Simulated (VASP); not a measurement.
ZnAu, 2 atoms in the cell. It takes space group P4/mmm (No. 123, tetragonal). Conventional cell: a = 3.619 Å, b = 3.619 Å, c = 3.147 Å, α = 90.00°, β = 90.00°, γ = 90.00°. Within 4.0 Å of Zn (site symmetry 4/mmm) lie 8 Au at 3.00 Å and 6 Zn at 3.15 to 3.62 Å. Au (site symmetry 4/mmm) has 8 Zn at 3.00 Å and 6 Au at 3.15 to 3.62 Å within 4.0 Å.  This cell differs from its parent crystal: strain +0.1500 x Voigt [1, 1, 0, 0, 0, 0].

| Item | Value |
| --- | --- |
| Program | VASP 6.6.1 |
| Task | single point |
| Functional | PBE |
| Potentials or basis | VASP PAW PBE potentials, release 64 (Zn, Au) |
| Cutoff | 520 eV |
| k mesh | 16 × 16 × 16 |
| Occupations | gaussian, width 0.15 eV |
| Spin | no spin polarisation |
| Dipole correction | no |
| Further INCAR settings | ALGO = Fast; EDIFF = 1e-06; NBANDS = 18 |

Potentials or basis: VASP PAW PBE potentials, release 64 (Zn, Au).

The run is started by

```sh
$ cat potpaw_PBE.64/Zn/POTCAR potpaw_PBE.64/Au/POTCAR > POTCAR
$ mpirun -np 1 vasp_std > vasp.out
```

Hardware: 1 thread of AMD EPYC 7R13 Processor (Zen 3) (shared host).

Task: Estimate the wall time of this run.

Result: Wall time 2.6 min on 1 thread of AMD EPYC 7R13 Processor (Zen 3), with other jobs on the host, peak memory 0.38 GiB. Counts: scf iterations 14, k points 405.
